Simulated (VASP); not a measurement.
# PtS2 in VASP: a series of runs

PtS2 is run at these levels: PBE+D3(BJ); tasks: single point.

All numbers are computed with VASP 6.6.1; they aren't measurements. Logs are shortened: lines on timing, memory, paths and dates and some standing lists are left out, and cuts for length are marked.

## 1. The cell of the first run

The cell holds a slab with vacuum, 6 atoms: a = 3.542 Å, b = 3.542 Å, c = 22.467 Å, α = 90.00°, β = 90.00°, γ = 120.00°.

## 2. Single point, PBE+D3(BJ)

INCAR

```
SYSTEM = PtS2
ALGO = Normal ; DIPOL = 0.5 0.5 0.383
EDIFF = 1E-7 ; ENCUT = 520
GGA = PE ; IDIPOL = 3
ISIF = 2 ; ISMEAR = 0
IVDW = 12 ; LASPH = .True.
LCHARG = .False. ; LDIPOL = .True.
LREAL = .False. ; LWAVE = .False.
NBANDS = 31 ; NELM = 80
PREC = Accurate ; SIGMA = 0.05
```

KPOINTS

```
k-points
0
Gamma
  9 9 1
  0 0 0
```

POSCAR

```
PtS2
1.0
    3.5415269801      0.0000000000      0.0000000000
   -1.7707634901      3.0670523330      0.0000000000
    0.0000000000      0.0000000000     22.4670671688
S Pt
4 2
Direct
    0.6666666667      0.3333333333      0.2002931654
    0.3333333333      0.6666666667      0.3108342327
    0.3333333333      0.6666666667      0.4550453118
    0.6666666667      0.3333333333      0.5655863791
    0.0000000000      0.0000000000      0.2555636990
    1.0000000000      1.0000000000      0.5103158454
```

Potentials or basis: VASP PAW PBE potentials, release 64 (S, Pt).

Run with:

```bash
$ cat potpaw_PBE.64/S/POTCAR potpaw_PBE.64/Pt/POTCAR > POTCAR
$ mpirun -np 1 vasp_std > vasp.out
```

OUTCAR:

```text
SYSTEM = PtS2
   EDIFF = 1E-7
   ENCUT = 520
   GGA = PE
   ISIF = 2
   ISMEAR = 0
   IVDW = 12
   LASPH = .True.
   LREAL = .False.
   NELM = 80
   PREC = Accurate
 IVDW          = 12

 ion  position               nearest neighbor table
   1  0.667  0.333  0.200-   5 2.39   5 2.39   5 2.39
   2  0.333  0.667  0.311-   5 2.39   5 2.39   5 2.39
   3  0.333  0.667  0.455-   6 2.39   6 2.39   6 2.39
   4  0.667  0.333  0.566-   6 2.39   6 2.39   6 2.39
   5  0.000  0.000  0.256-   1 2.39   1 2.39   1 2.39   2 2.39   2 2.39   2 2.39
   6  0.000  0.000  0.510-   3 2.39   3 2.39   3 2.39   4 2.39   4 2.39   4 2.39

  LATTYP: Found a hexagonal cell.
 ALAT       =     3.5415269801
 C/A-ratio  =     6.3438927036

  Lattice vectors:

 A1 = (   3.5415269801,   0.0000000000,   0.0000000000)
 A2 = (  -1.7707634901,   3.0670523330,   0.0000000000)
 A3 = (   0.0000000000,   0.0000000000,  22.4670671688)

Analysis of symmetry for initial positions (statically):
=====================================================================
 Subroutine PRICEL returns:
 Original cell was already a primitive cell.

 Routine SETGRP: Setting up the symmetry group for a
 hexagonal supercell.

 Subroutine GETGRP returns: Found 12 space group operations
 (whereof  6 operations were pure point group operations)
 out of a pool of 24 trial point group operations.

The static configuration has the point symmetry C_3v.
 The point group associated with its full space group is D_3h.

Analysis of symmetry for dynamics (positions and initial velocities):
=====================================================================
 Subroutine PRICEL returns:
 Original cell was already a primitive cell.

 Routine SETGRP: Setting up the symmetry group for a
 hexagonal supercell.

 Subroutine GETGRP returns: Found 12 space group operations
 (whereof  6 operations were pure point group operations)
 out of a pool of 24 trial point group operations.

The dynamic configuration has the point symmetry C_3v.
 The point group associated with its full space group is D_3h.

 Subroutine INISYM returns: Found 12 space group operations
 (whereof  6 operations are pure point group operations),
 and found     1 'primitive' translations

----------------------------------------------------------------------------------------

                                     Primitive cell

  volume of cell :     244.0384

  direct lattice vectors                    reciprocal lattice vectors
     3.541526980  0.000000000  0.000000000     0.282364078  0.163022976  0.000000000
    -1.770763490  3.067052333  0.000000000     0.000000000  0.326045953  0.000000000
     0.000000000  0.000000000 22.467067169     0.000000000  0.000000000  0.044509592

  length of vectors
     3.541526980  3.541526980 22.467067169     0.326045953  0.326045953  0.044509592

  position of ions in fractional coordinates (direct lattice)
     0.666666667  0.333333333  0.200293165
     0.333333333  0.666666667  0.310834233
     0.333333333  0.666666667  0.455045312
     0.666666667  0.333333333  0.565586379
     0.000000000  0.000000000  0.255563699
     0.000000000  0.000000000  0.510315845

  ion indices of the primitive-cell ions
   primitive index   ion index
                 1           1
                 2           2
                 3           3
                 4           4
                 5           5
                 6           6

----------------------------------------------------------------------------------------

 KPOINTS: k-points

Automatic generation of k-mesh.
 Grid dimensions read from file:
 generate k-points for:    9    9    1

 Generating k-lattice:

  Cartesian coordinates                     Fractional coordinates (reciprocal lattice)
     0.031373786  0.018113664  0.000000000     0.111111111  0.000000000  0.000000000
     0.000000000  0.036227328  0.000000000     0.000000000  0.111111111  0.000000000
     0.000000000  0.000000000  0.044509592     0.000000000  0.000000000  1.000000000

  Length of vectors
     0.036227328  0.036227328  0.044509592

  Shift w.r.t. Gamma in fractional coordinates (k-lattice)
     0.000000000  0.000000000  0.000000000

 Subroutine IBZKPT returns following result:
 ===========================================

 Found     12 irreducible k-points:

 Following reciprocal coordinates:
            Coordinates               Weight
  0.000000  0.000000  0.000000      1.000000
  0.111111  0.000000  0.000000      6.000000
  0.222222  0.000000  0.000000      6.000000
  0.333333  0.000000  0.000000      6.000000
  0.444444  0.000000  0.000000      6.000000
  0.111111  0.111111  0.000000      6.000000
  0.222222  0.111111  0.000000     12.000000
  0.333333  0.111111  0.000000     12.000000
  0.444444  0.111111  0.000000      6.000000
  0.222222  0.222222  0.000000      6.000000
  0.333333  0.222222  0.000000     12.000000
  0.333333  0.333333  0.000000      2.000000
   k-points           NKPTS =     12   k-points in BZ     NKDIM =     12   number of bands    NBANDS=     31
   number of dos      NEDOS =    301   number of ions     NIONS =      6
   total plane-waves  NPLWV = 131712
   dimension x,y,z NGX =    28 NGY =   28 NGZ =  168
   dimension x,y,z NGXF=    56 NGYF=   56 NGZF=  336
   ions per type =               4   2
   NGX,Y,Z   is equivalent  to a cutoff of  13.14, 13.14, 12.43 a.u.
   NGXF,Y,Z  is equivalent  to a cutoff of  26.29, 26.29, 24.86 a.u.
 SYSTEM =  PtS2
   PREC   = accura    normal or accurate (medium, high low for compatibility)
   ISTART =      0    job   : 0-new  1-cont  2-samecut
   ICHARG =      2    charge: 1-file 2-atom 10-const
   ISPIN  =      1    spin polarized calculation?
   LNONCOLLINEAR =      F non collinear calculations
   LSORBIT =      F    spin-orbit coupling
   LASPH  =      T    aspherical Exc in radial PAW
   ENCUT  =  520.0 eV  38.22 Ry    6.18 a.u.   6.58  6.58 41.77*2*pi/ulx,y,z
   NELM   =     80;   NELMIN=  2; NELMDL= -5     # of ELM steps
   EDIFF  = 0.1E-06   stopping-criterion for ELM
   LREAL  =      F    real-space projection
   EDIFFG = 0.1E-05   stopping-criterion for IOM
   NSW    =      0    number of steps for IOM
   IBRION =     -1    ionic relax: 0-MD 1-quasi-New 2-CG
   NFREE  =      0    steps in history (QN), initial steepest desc. (CG)
   ISIF   =      2    stress and relaxation
   ISYM   =      2    0-nonsym 1-usesym 2-fastsym
   POTIM  = 0.5000    time-step for ionic-motion
   TEBEG  =    0.0;   TEEND  =   0.0 temperature during run
   PSTRESS=    0.0 pullay stress
   NELECT =      44.0000    total number of electrons
   NUPDOWN=      -1.0000    fix difference up-down
   EMIN   =  10.00;   EMAX   =-10.00  energy-range for DOS
   EFERMI =   0.00;   METHOD = LEGACY
   ISMEAR =     0;   SIGMA  =   0.05  broadening in eV -4-tet -1-fermi 0-gaus
   EFERMI_NEDOS =   21; number of points for ismear=-14 and -15
   IALGO  =     38    algorithm
   IMIX   =      4    mixing-type and parameters
     AMIX     =   0.40;   BMIX     =  1.00
     AMIX_MAG =   1.60;   BMIX_MAG =  1.00
  volume/ion in A,a.u.               =      40.67       274.48
  Fermi-wavevector in a.u.,A,eV,Ry     =   0.924854  1.747720 11.637801  0.855354
  Thomas-Fermi vector in A             =   2.050645
   LORBIT       =      0    0 simple, 1 ext, 2 COOP (PROOUT), +10 PAW based schemes
   GGA     = PE    functional components
   LHFCALC =     F    Hartree Fock is set to
   AEXX    =    0.0000 exact exchange contribution
   IVDW    =    12    specifies the selected vdW correction
   LEPSILON=     F    determine dielectric tensor
   LRPA    =     F    only Hartree local field effects (RPA)
 non-spin polarized calculation
 Gauss-broadening in eV      SIGMA  =   0.05
  energy-cutoff  :      520.00
  volume of cell :      244.04
 maximum number of plane-waves:      6671
 NGX is ok and might be reduce to    28
   NGX = 13   NGY = 13   NGZ = 83

 number of electron      43.9999999 magnetization

 dipolmoment           0.000000      0.000000     -0.000001 electrons x Angstroem

 Free energy of the ion-electron system (eV)
  ---------------------------------------------------
  ext. energy  EPLUGINS =         0.00000000
  ---------------------------------------------------
  free energy    TOTEN  =       -30.79472232 eV

  energy without entropy =      -30.79472232  energy(sigma->0) =      -30.79472232

 E-fermi :  -0.0798     XC(G=0):  -5.4009

 val. band max:       -0.3528102811   @ k =   0.1111   0.1111   0.0000
 cond. band min:       0.8162860572   @ k =   0.2222   0.0000   0.0000
 fundamental gap:      1.1690963383
 Fermi energy:        -0.0798130043

 k-point     1 :       0.0000    0.0000    0.0000
  band No.  band energies     occupation
      1     -14.9275      2.00000
      2     -14.8487      2.00000
      3     -12.7817      2.00000
      4     -12.6028      2.00000
      5      -6.3821      2.00000
      6      -6.3821      2.00000
[... 23 lines left out ...]
     30       5.5300      0.00000
     31       5.5864      0.00000

 k-point     2 :       0.1111    0.0000    0.0000
  band No.  band energies     occupation
      1     -14.7742      2.00000
      2     -14.6938      2.00000
      3     -12.8073      2.00000
      4     -12.6394      2.00000
      5      -6.4212      2.00000
      6      -6.3497      2.00000
[... 23 lines left out ...]
     30       5.9433      0.00000
     31       6.1575      0.00000

 k-point     3 :       0.2222    0.0000    0.0000
  band No.  band energies     occupation
      1     -14.3499      2.00000
      2     -14.2648      2.00000
      3     -12.8736      2.00000
      4     -12.7317      2.00000
      5      -6.3940      2.00000
      6      -6.2457      2.00000
[... 23 lines left out ...]
     30       6.0418      0.00000
     31       6.7810      0.00000

 k-point     4 :       0.3333    0.0000    0.0000
  band No.  band energies     occupation
      1     -13.7858      2.00000
      2     -13.6929      2.00000
      3     -12.9423      2.00000
      4     -12.8270      2.00000
      5      -6.5423      2.00000
      6      -6.4163      2.00000
[... 23 lines left out ...]
     30       6.7190      0.00000
     31       6.8037      0.00000

 k-point     5 :       0.4444    0.0000    0.0000
  band No.  band energies     occupation
      1     -13.3782      2.00000
      2     -13.2774      2.00000
      3     -12.9417      2.00000
      4     -12.8426      2.00000
      5      -7.1584      2.00000
      6      -7.0740      2.00000
[... 23 lines left out ...]
     30       6.3480      0.00000
     31       7.3553      0.00000

 k-point     6 :       0.1111    0.1111    0.0000
  band No.  band energies     occupation
      1     -14.4845      2.00000
      2     -14.4009      2.00000
      3     -12.8536      2.00000
      4     -12.7041      2.00000
      5      -6.3934      2.00000
      6      -6.2690      2.00000
[... 23 lines left out ...]
     30       6.6554      0.00000
     31       6.6692      0.00000

 k-point     7 :       0.2222    0.1111    0.0000
  band No.  band energies     occupation
      1     -13.9812      2.00000
      2     -13.8912      2.00000
      3     -12.9243      2.00000
      4     -12.8008      2.00000
      5      -6.3000      2.00000
      6      -6.1416      2.00000
[... 23 lines left out ...]
     30       6.4378      0.00000
     31       7.1920      0.00000

 k-point     8 :       0.3333    0.1111    0.0000
  band No.  band energies     occupation
      1     -13.4661      2.00000
      2     -13.3665      2.00000
      3     -12.9661      2.00000
      4     -12.8646      2.00000
      5      -6.7617      2.00000
      6      -6.6727      2.00000
[... 23 lines left out ...]
     30       7.0597      0.00000
     31       7.2669      0.00000

 k-point     9 :       0.4444    0.1111    0.0000
  band No.  band energies     occupation
      1     -13.2694      2.00000
      2     -13.1645      2.00000
      3     -12.9375      2.00000
      4     -12.8446      2.00000
      5      -7.1249      2.00000
      6      -7.0456      2.00000
[... 23 lines left out ...]
     30       6.8460      0.00000
     31       7.6816      0.00000

 k-point    10 :       0.2222    0.2222    0.0000
  band No.  band energies     occupation
      1     -13.5012      2.00000
      2     -13.4017      2.00000
      3     -12.9777      2.00000
      4     -12.8755      2.00000
      5      -6.3533      2.00000
      6      -6.2953      2.00000
[... 23 lines left out ...]
     30       7.0298      0.00000
     31       7.5239      0.00000

 k-point    11 :       0.3333    0.2222    0.0000
  band No.  band energies     occupation
      1     -13.1731      2.00000
      2     -13.0557      2.00000
      3     -12.9719      2.00000
      4     -12.8929      2.00000
      5      -6.6735      2.00000
      6      -6.6011      2.00000
[... 23 lines left out ...]
     30       7.6592      0.00000
     31       7.7761      0.00000

 k-point    12 :       0.3333    0.3333    0.0000
  band No.  band energies     occupation
      1     -13.0806      2.00000
      2     -12.9432      2.00000
      3     -12.9432      2.00000
      4     -12.8856      2.00000
      5      -6.2486      2.00000
      6      -6.1766      2.00000
[... 23 lines left out ...]
     30       8.0003      0.00000
     31       8.1555      0.00000

------------------------ aborting loop because EDIFF is reached ----------------------------------------

 vacuum level on the upper side and lower side of the slab       (xc-potential included)        -0.094        -0.094

 Edisp (eV)   -1.92391

 E8    (eV) :    -0.7965

  FORCE on cell =-STRESS in cart. coord.  units (eV):
  Direction    XX          YY          ZZ          XY          YZ          ZX
  --------------------------------------------------------------------------------------
  -------------------------------------------------------------------------------------
  Total      -0.37326    -0.37326     0.33503     0.00000     0.00000    -0.00000
  in kB      -2.45057    -2.45057     2.19957     0.00000     0.00000    -0.00000
  external pressure =       -0.90 kB  Pullay stress =        0.00 kB

 VOLUME and BASIS-vectors are now :
 -----------------------------------------------------------------------------
  energy-cutoff  :      520.00
  volume of cell :      244.04
      direct lattice vectors                 reciprocal lattice vectors
     3.541526980  0.000000000  0.000000000     0.282364078  0.163022976  0.000000000
    -1.770763490  3.067052333  0.000000000     0.000000000  0.326045953  0.000000000
     0.000000000  0.000000000 22.467067169     0.000000000  0.000000000  0.044509592

 POSITION                                       TOTAL-FORCE (eV/Angst)
 -----------------------------------------------------------------------------------
      1.77076      1.02235      4.50000         0.000000     -0.000000      0.031927
     -0.00000      2.04470      6.98353        -0.000000      0.000000     -0.237564
     -0.00000      2.04470     10.22353        -0.000000      0.000000      0.237564
      1.77076      1.02235     12.70707         0.000000     -0.000000     -0.031927
      0.00000      0.00000      5.74177        -0.000000      0.000000      0.017394
      0.00000      0.00000     11.46530        -0.000000      0.000000     -0.017394
 -----------------------------------------------------------------------------------
    total drift:                                0.000000     -0.000000     -0.000050

  FREE ENERGIE OF THE ION-ELECTRON SYSTEM (eV)
  ---------------------------------------------------
  free  energy   TOTEN  =       -32.7186346280 eV

  energy  without entropy=      -32.7186346280  energy(sigma->0) =      -32.71863463

 vacuum level on the upper side and lower side of the slab         5.419         5.419
```

Run time: 87 s. Hardware: 1 thread of Intel Xeon 6975P-C (Granite Rapids), shared host; peak memory 0.38 GiB.

What came out:

```
Free energy                : -32.7186 eV
Largest force              : 0.238 eV/Å
Band gap on the k mesh     : 1.17 eV, indirect (least direct gap 1.30 eV)
Dispersion energy per atom : -0.321 eV
```

Forces on the atoms (eV/Å):
```
S    0.000  0.000  0.032
S    0.000  0.000 -0.238
S    0.000  0.000  0.238
S    0.000  0.000 -0.032
Pt   0.000  0.000  0.017
Pt   0.000  0.000 -0.017
```

Caveat: spin-orbit coupling is left out, which moves the levels of the heavy elements.

## 3. Single point, PBE+D3(BJ)

INCAR

```
ALGO = Normal
DIPOL = 0.5 0.5 0.383
EDIFF = 1E-7
ENCUT = 520
GGA = PE
IDIPOL = 3
ISIF = 2
ISMEAR = 1
IVDW = 12
LASPH = True
LCHARG = False
LDIPOL = True
LREAL = False
LWAVE = False
NBANDS = 31
NELM = 80
PREC = Accurate
SIGMA = 0.05
```

KPOINTS

```
k-points
0
Gamma
  9 9 1
```

POSCAR is that of step 2.

Potentials or basis: VASP PAW PBE potentials, release 64 (S, Pt).

Run with:

```bash
$ cat potpaw_PBE.64/S/POTCAR potpaw_PBE.64/Pt/POTCAR > POTCAR
$ mpirun -np 1 vasp_std > vasp.out
```

Run time: 89 s. Hardware: 1 thread of Intel Xeon 6975P-C (Granite Rapids), shared host; peak memory 0.37 GiB.

The run converged. Its results:

* Free energy: -32.7184 eV
* Largest force: 0.238 eV/Å
* Band gap on the k mesh: 1.17 eV, indirect (least direct gap 1.30 eV)
* Dispersion energy per atom: -0.321 eV

Forces on the atoms (eV/Å):
```
S    0.000  0.000  0.032
S    0.000  0.000 -0.238
S    0.000  0.000  0.238
S    0.000  0.000 -0.032
Pt   0.000  0.000  0.017
Pt   0.000  0.000 -0.017
```

Levels at points of the mesh, in eV from the valence-band top:
| k point | band 18 | band 19 | band 20 | band 21 | band 22 | band 23 | band 24 | band 25 | band 26 | band 27 |
| --- | --- | --- | --- | --- | --- | --- | --- | --- | --- | --- |
| (0.00, 0.00, 0.00) | -0.78 | -0.78 | -0.69 | -0.69 | -0.47 | 2.67 | 2.67 | 2.81 | 2.81 | 5.00 |

Caveat: spin-orbit coupling is left out, which moves the levels of the heavy elements.
